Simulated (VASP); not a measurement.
Wanted: the native input for a VASP 6.6.1 run.

```
Task                   : single point
Functional             : PBE
Potentials or basis    : VASP PAW PBE potentials, release 64 (Cd, S)
Cutoff                 : 520 eV
k mesh                 : 6 × 6 × 6
Occupations            : gaussian, width 0.01 eV
Spin                   : no spin polarisation
Dipole correction      : no
Further INCAR settings : ALGO = Normal; EDIFF = 1e-07; NBANDS = 16
```

The structure of CdS (Hawleyite) lies in POSCAR:

```
CdS
1.0
    0.0000000000      2.8670582452      2.8670582452
    2.8670582452      0.0000000000      2.8670582452
    2.8670582452      2.8670582452      0.0000000000
Cd S
1 1
Direct
    0.0000000000      0.0000000000      0.0000000000
    0.2500000000      0.2500000000      0.2500000000
```

One way to write it, as run:

INCAR

```
SYSTEM = CdS
PREC = Accurate
ENCUT = 520
EDIFF = 1E-7
ISMEAR = 0
SIGMA = 0.01
LREAL = .False.
LASPH = .True.
NELM = 80
ALGO = Normal
ISIF = 2
LWAVE = .False.
LCHARG = .False.
GGA = PE
NBANDS = 16
```

KPOINTS

```
regular mesh
0
Gamma
  6 6 6
  0 0 0
```

Potentials or basis: VASP PAW PBE potentials, release 64 (Cd, S).

Command:

```bash
$ cat potpaw_PBE.64/Cd/POTCAR potpaw_PBE.64/S/POTCAR > POTCAR
$ mpirun -np 1 vasp_std > vasp.out
```

Results of the run:

| Property | Result |
| --- | --- |
| Pressure | 7.1 GPa |
| Band gap on the k mesh | 1.26 eV, direct |

Run time: 27 s on 1 thread of AMD EPYC 7R13 (shared host), peak memory 0.14 GiB.
